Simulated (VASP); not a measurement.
# Mo3Ir2 (Pm-3m) in VASP: single point with PBE

Aim: the single point of Mo3Ir2 with PBE.

All numbers are computed with VASP 6.6.1; they aren't measurements. Logs are shortened: lines on timing, memory, paths and dates and some standing lists are left out, and cuts for length are marked.

**1. The cell of the first run**

The structure is cubic, space group Pm-3m (No. 221). Conventional cell: a = 4.651 Å, b = 4.651 Å, c = 4.651 Å, α = 90.00°, β = 90.00°, γ = 90.00°. Mo (site symmetry 4/mmm) has 2 Ir at 2.33 Å within 3.1 Å. Within 4.3 Å of Ir (site symmetry m-3m) lie 12 Mo at 3.29 Å and 8 Ir at 4.03 Å. Ir (site symmetry m-3m) has 6 Mo at 2.33 Å within 3.1 Å.

**2. Single point, PBE**

Input file POSCAR:

```
Mo3Ir2
1.0
    4.6506455095      0.0000000000      0.0000000000
    0.0000000000      4.6506455095      0.0000000000
    0.0000000000      0.0000000000      4.6506455095
Mo Ir
3 2
Direct
    0.5000000000      0.0000000000      0.0000000000
    0.0000000000      0.5000000000      0.0000000000
    0.0000000000      0.0000000000      0.5000000000
    0.5000000000      0.5000000000      0.5000000000
    0.0000000000      0.0000000000      0.0000000000
```

Input file INCAR.step1:

```
PREC     = Accurate       # precision mode
ENCUT    = 520            # plane-wave cutoff, eV
EDIFF    = 1E-7           # SCF threshold, eV
ISMEAR   = 0              # smearing method
SIGMA    = 0.1            # smearing width, eV
LREAL    = F              # projectors in reciprocal space
LASPH    = T              # aspherical terms in the spheres
NELM     = 80             # most SCF steps
ALGO     = Fast           # electronic algorithm
ISIF     = 2              # what is computed and relaxed
LWAVE    = F              # write WAVECAR
LCHARG   = T              # write CHGCAR
LMAXMIX  = 4              # l up to which the mixer works
GGA      = PE             # functional
NBANDS   = 38             # bands
```

Input file KPOINTS.step1:

```
Automatic mesh
0
Gamma
  8 8 8
```

Input file INCAR.step2:

```
PREC     = Accurate       # precision mode
ENCUT    = 520            # plane-wave cutoff, eV
EDIFF    = 1E-7           # SCF threshold, eV
ISMEAR   = -5             # smearing method
SIGMA    = 0.1            # smearing width, eV
LREAL    = F              # projectors in reciprocal space
LASPH    = T              # aspherical terms in the spheres
NELM     = 80             # most SCF steps
ALGO     = Fast           # electronic algorithm
ISIF     = 2              # what is computed and relaxed
LWAVE    = F              # write WAVECAR
LCHARG   = F              # write CHGCAR
LMAXMIX  = 4              # l up to which the mixer works
GGA      = PE             # functional
LORBIT   = 10             # projections on sites
NEDOS    = 2001           # points of the DOS
ICHARG   = 11             # starting density
```

Input file KPOINTS.step2:

```
Automatic mesh
0
Gamma
  12 12 12
```

Potentials or basis: VASP PAW PBE potentials, release 64 (Mo_sv, Ir).

Started as:

```console
> cat potpaw_PBE.64/Mo_sv/POTCAR potpaw_PBE.64/Ir/POTCAR > POTCAR
> cp INCAR.step1 INCAR
> cp KPOINTS.step1 KPOINTS
> mpirun -np 1 vasp_std > vasp.out
> cp INCAR.step2 INCAR
> cp KPOINTS.step2 KPOINTS
> mpirun -np 1 vasp_std > vasp.out
```

OUTCAR:

```text
PREC = Accurate
   ENCUT = 520
   EDIFF = 1E-7
   ISMEAR = -5
   LREAL = F
   LASPH = T
   NELM = 80
   ISIF = 2
   GGA = PE
   LORBIT = 10
   ICHARG = 11

 ion  position               nearest neighbor table
   1  0.500  0.000  0.000-   5 2.33   5 2.33   4 3.29   2 3.29   3 3.29   4 3.29   2 3.29   4 3.29
                             4 3.29   2 3.29   3 3.29   3 3.29   3 3.29   2 3.29
   2  0.000  0.500  0.000-   5 2.33   5 2.33   4 3.29   1 3.29   3 3.29   4 3.29   1 3.29   3 3.29
                             3 3.29   3 3.29   1 3.29   4 3.29   4 3.29   1 3.29
   3  0.000  0.000  0.500-   5 2.33   5 2.33   4 3.29   1 3.29   1 3.29   2 3.29   2 3.29   2 3.29
                             4 3.29   2 3.29   1 3.29   4 3.29   1 3.29   4 3.29
   4  0.500  0.500  0.500-   1 3.29   2 3.29   3 3.29   1 3.29   2 3.29   1 3.29   3 3.29   1 3.29
                             2 3.29   3 3.29   2 3.29   3 3.29
   5  0.000  0.000  0.000-   1 2.33   2 2.33   3 2.33   3 2.33   2 2.33   1 2.33

  LATTYP: Found a simple cubic cell.
 ALAT       =     4.6506455095

  Lattice vectors:

 A1 = (   4.6506455095,   0.0000000000,   0.0000000000)
 A2 = (   0.0000000000,   4.6506455095,   0.0000000000)
 A3 = (   0.0000000000,   0.0000000000,   4.6506455095)

Analysis of symmetry for initial positions (statically):
=====================================================================
 Subroutine PRICEL returns:
 Original cell was already a primitive cell.

 Routine SETGRP: Setting up the symmetry group for a
 simple cubic supercell.

 Subroutine GETGRP returns: Found 48 space group operations
 (whereof 48 operations were pure point group operations)
 out of a pool of 48 trial point group operations.

The static configuration has the point symmetry O_h .

Analysis of symmetry for dynamics (positions and initial velocities):
=====================================================================
 Subroutine PRICEL returns:
 Original cell was already a primitive cell.

 Routine SETGRP: Setting up the symmetry group for a
 simple cubic supercell.

 Subroutine GETGRP returns: Found 48 space group operations
 (whereof 48 operations were pure point group operations)
 out of a pool of 48 trial point group operations.

The dynamic configuration has the point symmetry O_h .

 Subroutine INISYM returns: Found 48 space group operations
 (whereof 48 operations are pure point group operations),
 and found     1 'primitive' translations

----------------------------------------------------------------------------------------

                                     Primitive cell

  volume of cell :     100.5865

[... 112 lines left out ...]
   EFERMI_NEDOS =   21; number of points for ismear=-14 and -15
   IALGO  =     68    algorithm
   IMIX   =      4    mixing-type and parameters
     AMIX     =   0.40;   BMIX     =  1.00
     AMIX_MAG =   1.60;   BMIX_MAG =  1.00
  volume/ion in A,a.u.               =      20.12       135.76
  Fermi-wavevector in a.u.,A,eV,Ry     =   1.378093  2.604219 25.839391  1.899142
  Thomas-Fermi vector in A             =   2.503187
   LORBIT       =     10    0 simple, 1 ext, 2 COOP (PROOUT), +10 PAW based schemes
   GGA     = PE    functional components
   LHFCALC =     F    Hartree Fock is set to
   AEXX    =    0.0000 exact exchange contribution
   IVDW    =     0    specifies the selected vdW correction
   LEPSILON=     F    determine dielectric tensor
   LRPA    =     F    only Hartree local field effects (RPA)
 non-spin polarized calculation
 RMM-DIIS sequential band-by-band and
 Fermi weights with tetrahedron method with Bloechl corrections
  energy-cutoff  :      520.00
  volume of cell :      100.59
 maximum number of plane-waves:      2800
 NGX is ok and might be reduce to    36

 number of electron      59.9999979 magnetization

 Free energy of the ion-electron system (eV)
  ---------------------------------------------------
  ext. energy  EPLUGINS =         0.00000000
  ---------------------------------------------------
  free energy    TOTEN  =       -41.68467865 eV

  energy without entropy =      -41.68467865  energy(sigma->0) =      -41.68467865

 E-fermi :   7.6371     XC(G=0): -11.7806

 val. band max:        7.6821714549   @ k =   0.4167   0.4167   0.4167
 cond. band min:       7.5890078091   @ k =   0.4167   0.3333   0.0833
 fundamental gap:     -0.0931636458
 Fermi energy:         7.6370883316

 k-point     1 :       0.0000    0.0000    0.0000
  band No.  band energies     occupation
      1     -53.7971      2.00000
      2     -53.7681      2.00000
      3     -53.7681      2.00000
      4     -28.0789      2.00000
      5     -28.0789      2.00000
      6     -28.0789      2.00000
[... 925 lines left out ...]
     35       8.4091      0.00000
     36       9.2551      0.00000

 [... further k-points ...]

------------------------ aborting loop because EDIFF is reached ----------------------------------------

  FORCE on cell =-STRESS in cart. coord.  units (eV):
  Direction    XX          YY          ZZ          XY          YZ          ZX
  --------------------------------------------------------------------------------------
  -------------------------------------------------------------------------------------
  Total        0.6055405      0.6055405      0.6055405      0.0000000     -0.0000000      0.0000000
  in kB        9.6452623      9.6452623      9.6452623      0.0000000     -0.0000000      0.0000000
  external PRESSURE =       9.6452623 kB  Pullay stress =       0.0000000 kB

 VOLUME and BASIS-vectors are now :
 -----------------------------------------------------------------------------
  energy-cutoff  :      520.00
  volume of cell :      100.59
      direct lattice vectors                 reciprocal lattice vectors
     4.650645510  0.000000000  0.000000000     0.215023914  0.000000000  0.000000000
     0.000000000  4.650645510  0.000000000     0.000000000  0.215023914  0.000000000
     0.000000000  0.000000000  4.650645510     0.000000000  0.000000000  0.215023914

 POSITION                                       TOTAL-FORCE (eV/Angst)
 -----------------------------------------------------------------------------------
      2.32532      0.00000      0.00000         0.000000      0.000000      0.000000
      0.00000      2.32532      0.00000         0.000000      0.000000      0.000000
      0.00000      0.00000      2.32532         0.000000      0.000000      0.000000
      2.32532      2.32532      2.32532         0.000000      0.000000      0.000000
      0.00000      0.00000      0.00000         0.000000      0.000000      0.000000
 -----------------------------------------------------------------------------------
    total drift:                                0.000000     -0.000000     -0.000000

  FREE ENERGIE OF THE ION-ELECTRON SYSTEM (eV)
  ---------------------------------------------------
  free  energy   TOTEN  =       -41.6846786481 eV

  energy  without entropy=      -41.6846786481  energy(sigma->0) =      -41.68467865

 total charge

# of ion       s       p       d       tot
------------------------------------------
    1        2.304   6.145   3.870  12.319
    2        2.304   6.145   3.870  12.319
    3        2.304   6.145   3.870  12.319
    4        0.529   0.270   6.811   7.610
    5        1.056   0.941   7.365   9.361
--------------------------------------------------
tot          8.496  19.647  25.785  53.928
```

OUTCAR.step1:

```text
PREC = Accurate
   ENCUT = 520
   EDIFF = 1E-7
   ISMEAR = 0
   LREAL = F
[... 1222 lines left out ...]
      0.00000      2.32532      0.00000         0.000000      0.000000      0.000000
      0.00000      0.00000      2.32532         0.000000      0.000000      0.000000
      2.32532      2.32532      2.32532         0.000000      0.000000      0.000000
      0.00000      0.00000      0.00000         0.000000      0.000000      0.000000
 -----------------------------------------------------------------------------------
    total drift:                                0.000000      0.000000     -0.000000

  FREE ENERGIE OF THE ION-ELECTRON SYSTEM (eV)
  ---------------------------------------------------
  free  energy   TOTEN  =       -41.6626835578 eV

  energy  without entropy=      -41.6252238347  energy(sigma->0) =      -41.64395370
```

It took 10 min on 1 thread of Intel Xeon Platinum 8259CL at 2.50GHz (Skylake/Cascade Lake), shared host; peak memory 0.38 GiB.

What came out:

```yaml
Valence_electrons_inside_the_program's_atomic_spheres: Mo 12.32; Ir 7.61, 9.36
```

Caveat: spin-orbit coupling is left out, which moves the levels of the heavy elements; tetrahedron occupations give inexact forces and stress in metals.
